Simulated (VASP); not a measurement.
Wanted: the native input for a VASP 6.6.1 run.

```yaml
Task: single point
Functional: PBE
Potentials_or_basis: VASP PAW PBE potentials, release 64 (La, O)
Cutoff: 520 eV
k_mesh: 8 × 8 × 8
Occupations: gaussian, width 0.02 eV
Spin: no spin polarisation
Dipole_correction: no
Further_INCAR_settings: ALGO = Normal; EDIFF = 1e-07; NBANDS = 28
```

The structure of La2O3 lies in POSCAR:

```
La2O3
1.0
    4.5800274998      0.0000000000      0.0000000000
    0.0000000000      4.5800274998      0.0000000000
    0.0000000000      0.0000000000      4.5800274998
La O
2 3
Direct
    0.0000000000      0.0000000000      0.0000000000
    0.5000000000      0.5000000000      0.5000000000
    0.0000000000      0.5000000000      0.5000000000
    0.5000000000      0.0000000000      0.5000000000
    0.5000000000      0.5000000000      0.0000000000
```

One way to write it, as run:

INCAR

```
PREC = Accurate ; ENCUT = 520
EDIFF = 1E-7 ; ISMEAR = 0
SIGMA = 0.02 ; LREAL = False
LASPH = True ; NELM = 100
ALGO = Normal ; ISIF = 2
LWAVE = False ; LCHARG = False
GGA = PE ; NBANDS = 28
```

KPOINTS

```
Automatic mesh
0
Gamma
  8 8 8
```

Potentials or basis: VASP PAW PBE potentials, release 64 (La, O).

Command:

```sh
$ cat potpaw_PBE.64/La/POTCAR potpaw_PBE.64/O/POTCAR > POTCAR
$ mpirun -np 1 vasp_std > vasp.out
```

Results of the run:

* Pressure: -0.3 GPa
* Band gap on the k mesh: 0.56 eV, indirect (least direct gap 0.59 eV)

Caveat: spin-orbit coupling is left out, which moves the levels of the heavy elements.

It took 77 s on 1 thread of Intel(R) Xeon(R) Platinum 8488C (Sapphire Rapids) (shared host), peak memory 0.26 GiB.
